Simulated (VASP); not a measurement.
# V in VASP: further runs

V is run at these levels: PBE; tasks: single point.

Everything below comes from runs of VASP 6.6.1. Logs are shortened: lines on timing, memory, paths and dates and some standing lists are left out, and cuts for length are marked.

### 1 The cell of the first run

The typed cell holds 8 atoms: a = 5.440 Å, b = 5.440 Å, c = 5.440 Å, α = 109.47°, β = 109.47°, γ = 109.47°.

### 2 Single point, PBE

INCAR

```
PREC = Accurate ; ENCUT = 520
EDIFF = 1E-6 ; ISMEAR = 0
SIGMA = 0.1 ; LREAL = F
LASPH = T ; NELM = 100
ALGO = Normal ; ISIF = 2
LWAVE = F ; LCHARG = T
GGA = PE ; LELF = T
LVHAR = T ; NBANDS = 62
```

KPOINTS

```
regular mesh
0
Gamma
  4 4 4
```

POSCAR

```
V
1.0
   -3.1409895545      3.1409895545      3.1409895545
    3.1409895545     -3.1409895545      3.1409895545
    3.1409895545      3.1409895545     -3.1409895545
V
8
Direct
    0.2499896128      0.2499896128      0.2499896128
    0.5000000000      0.0000000000      0.2500103872
    0.2500103872      0.5000000000      0.0000000000
    0.0000000000      0.2500103872      0.5000000000
    0.7500103872      0.7500103872      0.7500103872
    0.5000000000      0.0000000000      0.7499896128
    0.7499896128      0.5000000000      0.0000000000
    0.0000000000      0.7499896128      0.5000000000
```

Potentials or basis: VASP PAW PBE potentials, release 64 (V_sv).

Run with:

```sh
$ cat potpaw_PBE.64/V_sv/POTCAR > POTCAR
$ mpirun -np 1 vasp_std > vasp.out
```

OUTCAR:

```text
PREC = Accurate
   ENCUT = 520
   EDIFF = 1E-6
   ISMEAR = 0
   LREAL = F
   LASPH = T
   NELM = 100
   ISIF = 2
   GGA = PE

 ion  position               nearest neighbor table
   1  0.250  0.250  0.250-   2 2.22   3 2.22   4 2.22   5 2.72   5 2.72
   2  0.500  0.000  0.250-   1 2.22   4 2.22   3 2.22   6 2.72   6 2.72
   3  0.250  0.500  0.000-   1 2.22   2 2.22   4 2.22   7 2.72   7 2.72
   4  0.000  0.250  0.500-   1 2.22   3 2.22   2 2.22   8 2.72   8 2.72
   5  0.750  0.750  0.750-   6 2.22   7 2.22   8 2.22   1 2.72   1 2.72
   6  0.500  0.000  0.750-   5 2.22   7 2.22   8 2.22   2 2.72   2 2.72
   7  0.750  0.500  0.000-   5 2.22   8 2.22   6 2.22   3 2.72   3 2.72
   8  0.000  0.750  0.500-   5 2.22   6 2.22   7 2.22   4 2.72   4 2.72

  LATTYP: Found a body centered cubic cell.
 ALAT       =     6.2819791090

  Lattice vectors:

 A1 = (  -3.1409895545,   3.1409895545,   3.1409895545)
 A2 = (   3.1409895545,  -3.1409895545,   3.1409895545)
 A3 = (   3.1409895545,   3.1409895545,  -3.1409895545)

Analysis of symmetry for initial positions (statically):
=====================================================================
 Subroutine PRICEL returns:
 Original cell was already a primitive cell.

 Routine SETGRP: Setting up the symmetry group for a
 body centered cubic supercell.

 Subroutine GETGRP returns: Found 24 space group operations
 (whereof  6 operations were pure point group operations)
 out of a pool of 48 trial point group operations.

The static configuration has the point symmetry S_6 .
 The point group associated with its full space group is T_h .

Analysis of symmetry for dynamics (positions and initial velocities):
=====================================================================
 Subroutine PRICEL returns:
 Original cell was already a primitive cell.

 Routine SETGRP: Setting up the symmetry group for a
 body centered cubic supercell.

 Subroutine GETGRP returns: Found 24 space group operations
 (whereof  6 operations were pure point group operations)
 out of a pool of 48 trial point group operations.

The dynamic configuration has the point symmetry S_6 .
 The point group associated with its full space group is T_h .

 Subroutine INISYM returns: Found 24 space group operations
 (whereof  6 operations are pure point group operations),
 and found     1 'primitive' translations

----------------------------------------------------------------------------------------

                                     Primitive cell

  volume of cell :     123.9537

  direct lattice vectors                    reciprocal lattice vectors
    -3.140989554  3.140989554  3.140989554     0.000000000  0.159185502  0.159185502
     3.140989554 -3.140989554  3.140989554     0.159185502  0.000000000  0.159185502
     3.140989554  3.140989554 -3.140989554     0.159185502  0.159185502  0.000000000

  length of vectors
     5.440353494  5.440353494  5.440353494     0.225122296  0.225122296  0.225122296

  position of ions in fractional coordinates (direct lattice)
     0.249989613  0.249989613  0.249989613
     0.500000000  0.000000000  0.250010387
     0.250010387  0.500000000  0.000000000
     0.000000000  0.250010387  0.500000000
     0.750010387  0.750010387  0.750010387
     0.500000000  0.000000000  0.749989613
     0.749989613  0.500000000  0.000000000
     0.000000000  0.749989613  0.500000000

  ion indices of the primitive-cell ions
   primitive index   ion index
                 1           1
                 2           2
                 3           3
                 4           4
                 5           5
                 6           6
                 7           7
                 8           8

----------------------------------------------------------------------------------------

 KPOINTS: regular mesh

Automatic generation of k-mesh.
 Grid dimensions read from file:
 generate k-points for:    4    4    4

 Generating k-lattice:

  Cartesian coordinates                     Fractional coordinates (reciprocal lattice)
     0.000000000  0.039796376  0.039796376     0.250000000  0.000000000  0.000000000
     0.039796376  0.000000000  0.039796376     0.000000000  0.250000000  0.000000000
     0.039796376  0.039796376  0.000000000     0.000000000  0.000000000  0.250000000

  Length of vectors
     0.056280574  0.056280574  0.056280574

  Shift w.r.t. Gamma in fractional coordinates (k-lattice)
     0.000000000  0.000000000  0.000000000

 Subroutine IBZKPT returns following result:
 ===========================================

 Found      8 irreducible k-points:

 Following reciprocal coordinates:
            Coordinates               Weight
  0.000000  0.000000  0.000000      1.000000
  0.250000  0.000000  0.000000     12.000000
  0.500000  0.000000  0.000000      6.000000
  0.250000  0.250000  0.000000     24.000000
  0.250000  0.250000  0.250000      2.000000
 -0.250000  0.250000  0.250000      6.000000
  0.500000  0.500000  0.250000     12.000000
  0.500000  0.500000  0.500000      1.000000
   k-points           NKPTS =      8   k-points in BZ     NKDIM =      8   number of bands    NBANDS=     62
   number of dos      NEDOS =    301   number of ions     NIONS =      8
   total plane-waves  NPLWV =  64000
   dimension x,y,z NGX =    40 NGY =   40 NGZ =   40
   dimension x,y,z NGXF=    80 NGYF=   80 NGZF=   80
   ions per type =               8
   NGX,Y,Z   is equivalent  to a cutoff of  12.22, 12.22, 12.22 a.u.
   NGXF,Y,Z  is equivalent  to a cutoff of  24.45, 24.45, 24.45 a.u.
 SYSTEM =  unknown system
   PREC   = accura    normal or accurate (medium, high low for compatibility)
   ISTART =      0    job   : 0-new  1-cont  2-samecut
   ICHARG =      2    charge: 1-file 2-atom 10-const
   ISPIN  =      1    spin polarized calculation?
   LNONCOLLINEAR =      F non collinear calculations
   LSORBIT =      F    spin-orbit coupling
   LASPH  =      T    aspherical Exc in radial PAW
   ENCUT  =  520.0 eV  38.22 Ry    6.18 a.u.  10.12 10.12 10.12*2*pi/ulx,y,z
   NELM   =    100;   NELMIN=  2; NELMDL= -5     # of ELM steps
   EDIFF  = 0.1E-05   stopping-criterion for ELM
   LREAL  =      F    real-space projection
   EDIFFG = 0.1E-04   stopping-criterion for IOM
   NSW    =      0    number of steps for IOM
   IBRION =     -1    ionic relax: 0-MD 1-quasi-New 2-CG
   NFREE  =      0    steps in history (QN), initial steepest desc. (CG)
   ISIF   =      2    stress and relaxation
   ISYM   =      2    0-nonsym 1-usesym 2-fastsym
   POTIM  = 0.5000    time-step for ionic-motion
   TEBEG  =    0.0;   TEEND  =   0.0 temperature during run
   PSTRESS=    0.0 pullay stress
   NELECT =     104.0000    total number of electrons
   NUPDOWN=      -1.0000    fix difference up-down
   EMIN   =  10.00;   EMAX   =-10.00  energy-range for DOS
   EFERMI =   0.00;   METHOD = LEGACY
   ISMEAR =     0;   SIGMA  =   0.10  broadening in eV -4-tet -1-fermi 0-gaus
   EFERMI_NEDOS =   21; number of points for ismear=-14 and -15
   IALGO  =     38    algorithm
   IMIX   =      4    mixing-type and parameters
     AMIX     =   0.40;   BMIX     =  1.00
     AMIX_MAG =   1.60;   BMIX_MAG =  1.00
  volume/ion in A,a.u.               =      15.49       104.56
  Fermi-wavevector in a.u.,A,eV,Ry     =   1.544067  2.917863 32.438231  2.384143
  Thomas-Fermi vector in A             =   2.649641
   LORBIT       =      0    0 simple, 1 ext, 2 COOP (PROOUT), +10 PAW based schemes
   GGA     = PE    functional components
   LHFCALC =     F    Hartree Fock is set to
   AEXX    =    0.0000 exact exchange contribution
   IVDW    =     0    specifies the selected vdW correction
   LEPSILON=     F    determine dielectric tensor
   LRPA    =     F    only Hartree local field effects (RPA)
 non-spin polarized calculation
 Gauss-broadening in eV      SIGMA  =   0.10
  energy-cutoff  :      520.00
  volume of cell :      123.95
 maximum number of plane-waves:      3367
   NGX = 21   NGY = 21   NGZ = 21

 number of electron     103.9999970 magnetization

 Free energy of the ion-electron system (eV)
  ---------------------------------------------------
  ext. energy  EPLUGINS =         0.00000000
  ---------------------------------------------------
  free energy    TOTEN  =       -60.75135163 eV

  energy without entropy =      -60.67981543  energy(sigma->0) =      -60.71558353

 E-fermi :   8.3501     XC(G=0): -11.9626

 val. band max:        8.2945855710   @ k =   0.5000   0.0000   0.0000
 cond. band min:       8.3560449046   @ k =   0.5000   0.5000   0.5000
 fundamental gap:      0.0614593336
 Fermi energy:         8.3501118426

 k-point     1 :       0.0000    0.0000    0.0000
  band No.  band energies     occupation
      1     -55.7182      2.00000
      2     -55.6591      2.00000
      3     -55.2988      2.00000
      4     -55.2988      2.00000
      5     -55.2988      2.00000
      6     -55.2526      2.00000
[... 54 lines left out ...]
     61      10.2404      0.00000
     62      10.2601      0.00000

 k-point     2 :       0.2500    0.0000    0.0000
  band No.  band energies     occupation
      1     -55.6838      2.00000
      2     -55.6350      2.00000
      3     -55.4079      2.00000
      4     -55.3984      2.00000
      5     -55.2921      2.00000
      6     -55.2594      2.00000
[... 54 lines left out ...]
     61       9.6884      0.00000
     62       9.8485      0.00000

 k-point     3 :       0.5000    0.0000    0.0000
  band No.  band energies     occupation
      1     -55.6130      2.00000
      2     -55.6130      2.00000
      3     -55.4843      2.00000
      4     -55.4843      2.00000
      5     -55.2758      2.00000
      6     -55.2758      2.00000
[... 314 lines left out ...]
     61       9.5751      0.00000
     62       9.5777      0.00000

 k-point     8 :       0.5000    0.5000    0.5000
  band No.  band energies     occupation
      1     -55.4848      2.00000
      2     -55.4848      2.00000
      3     -55.4848      2.00000
      4     -55.4848      2.00000
      5     -55.4848      2.00000
      6     -55.4848      2.00000
[... 54 lines left out ...]
     61       9.3552      0.00000
     62       9.4655      0.00000

------------------------ aborting loop because EDIFF is reached ----------------------------------------

  FORCE on cell =-STRESS in cart. coord.  units (eV):
  Direction    XX          YY          ZZ          XY          YZ          ZX
  --------------------------------------------------------------------------------------
  -------------------------------------------------------------------------------------
  Total        0.4981624      0.4981624      0.4981624     -0.0000000     -0.0000000      0.0000000
  in kB        6.4390545      6.4390545      6.4390545     -0.0000000     -0.0000000      0.0000000
  external PRESSURE =       6.4390545 kB  Pullay stress =       0.0000000 kB

 VOLUME and BASIS-vectors are now :
 -----------------------------------------------------------------------------
  energy-cutoff  :      520.00
  volume of cell :      123.95
      direct lattice vectors                 reciprocal lattice vectors
    -3.140989554  3.140989554  3.140989554     0.000000000  0.159185502  0.159185502
     3.140989554 -3.140989554  3.140989554     0.159185502  0.000000000  0.159185502
     3.140989554  3.140989554 -3.140989554     0.159185502  0.159185502  0.000000000

 POSITION                                       TOTAL-FORCE (eV/Angst)
 -----------------------------------------------------------------------------------
      0.78521      0.78521      0.78521         0.000340      0.000340      0.000340
     -0.78521      2.35577      0.78521        -0.000340     -0.000340      0.000340
      0.78521     -0.78521      2.35577         0.000340     -0.000340     -0.000340
      2.35577      0.78521     -0.78521        -0.000340      0.000340     -0.000340
      2.35577      2.35577      2.35577        -0.000340     -0.000340     -0.000340
      0.78521      3.92620     -0.78521         0.000340      0.000340     -0.000340
     -0.78521      0.78521      3.92620        -0.000340      0.000340      0.000340
      3.92620     -0.78521      0.78521         0.000340     -0.000340      0.000340
 -----------------------------------------------------------------------------------
    total drift:                                0.000000     -0.000000     -0.000000

  FREE ENERGIE OF THE ION-ELECTRON SYSTEM (eV)
  ---------------------------------------------------
  free  energy   TOTEN  =       -60.7513516262 eV

  energy  without entropy=      -60.6798154294  energy(sigma->0) =      -60.71558353
```

Run time: 86 s. Hardware: 1 thread of Intel Xeon 8259CL, shared host; peak memory 0.24 GiB.

What came out:

- Free energy: -60.7514 eV
- Pressure: 0.6 GPa
- Band gap on the k mesh: zero (bands 52 and 53 overlap by 0.55 eV)

### 3 Single point, PBE

INCAR

```
ALGO = Fast
EDIFF = 1E-6
ENCUT = 520
GGA = PE
ISIF = 2
ISMEAR = 0
LASPH = T
LCHARG = T
LELF = T
LREAL = F
LVHAR = T
LWAVE = F
NBANDS = 62
NELM = 80
PREC = Accurate
SIGMA = 0.1
```

KPOINTS

```
k-points
0
Gamma
  8 8 8
```

POSCAR

```
V
1.0
   -3.1409895545      3.1409895545      3.1409895545
    3.1409895545     -3.1409895545      3.1409895545
    3.1409895545      3.1409895545     -3.1409895545
V
8
Direct
    0.2500000000      0.2500000000      0.2500000000
    0.5000000000      0.0000000000      0.2500000000
    0.2500000000      0.5000000000      0.0000000000
    0.0000000000      0.2500000000      0.5000000000
    0.7500000000      0.7500000000      0.7500000000
    0.5000000000      0.0000000000      0.7500000000
    0.7500000000      0.5000000000      0.0000000000
    0.0000000000      0.7500000000      0.5000000000
```

Potentials or basis: VASP PAW PBE potentials, release 64 (V_sv).

Run with:

```sh
$ cat potpaw_PBE.64/V_sv/POTCAR > POTCAR
$ mpirun -np 1 vasp_std > vasp.out
```

Run time: 5.9 min. Hardware: 1 thread of Intel Xeon 8259CL, shared host; peak memory 0.33 GiB.

The run converged. Its results:

| Item | Value |
| --- | --- |
| Free energy | -60.7606 eV |
| Pressure | 0.5 GPa |
| Band gap on the k mesh | zero (bands 52 and 53 overlap by 0.55 eV) |

Levels at points of the mesh, in eV from the Fermi level:
```tsv
k point	band 49	band 50	band 51	band 52	band 53	band 54	band 55	band 56
(0.00, 0.00, 0.00)	-0.53	-0.53	-0.48	-0.48	-0.48	-0.20	0.49	0.49
(0.50, 0.00, 0.00)	-0.55	-0.55	-0.01	-0.01	0.27	0.27	0.43	0.43
(0.50, 0.50, 0.50)	0.05	0.05	0.06	0.06	0.06	0.06	0.06	0.06
```
